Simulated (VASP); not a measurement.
# C: single point with LDA

Crystal: C.

```
CELL_PARAMETERS angstrom
2.48393 0.00000 0.00000
-1.24196 2.15114 0.00000
0.00000 0.00000 4.09452
ATOMIC_POSITIONS crystal
C 0.33333 0.66667 0.99976
C 0.66667 0.33333 0.49976
C 0.33333 0.66667 0.37424
C 0.66667 0.33333 0.87424
```

This cell differs from its parent crystal: strained cell.

| Quantity | Value |
| --- | --- |
| Program | VASP 6.6.1 |
| Task | single point |
| Functional | LDA |
| Potentials or basis | VASP PAW LDA potentials, release 64 (C) |
| Cutoff | 520 eV |
| k mesh | 9 × 9 × 6 |
| Occupations | gaussian, width 0.02 eV |
| Spin | no spin polarisation |
| Dipole correction | no |
| Further INCAR settings | ALGO = Normal; EDIFF = 1e-06; NBANDS = 16 |

| Quantity | Value |
| --- | --- |
| Pressure | 6.4 GPa |
| Band gap on the k mesh | 3.00 eV, indirect (least direct gap 4.86 eV) |

Stress tensor (GPa, compression positive):
```
 1.51  0.00  0.00
 0.00  1.51  0.00
 0.00  0.00 16.12
```

Levels at points of the mesh, in eV from the valence-band top:
```
           k point  band 4  band 5  band 6  band 7  band 8  band 9  band 10  band 11  band 12  band 13
(0.00, 0.00, 0.00)   -3.29   -3.29   -0.52    0.00    0.00    4.86     4.86     5.65     8.48     9.68
(0.00, 0.00, 0.50)   -7.08   -1.99   -1.99   -1.99   -1.99    7.26     7.26     7.26     7.26     7.83
```

Run time: 12 s on 1 thread of AMD EPYC 9R14 (Zen 4), on a shared host, peak memory 0.08 GiB.

Caveat: the cell differs from its parent crystal (strained cell). A k mesh can miss the band edges.
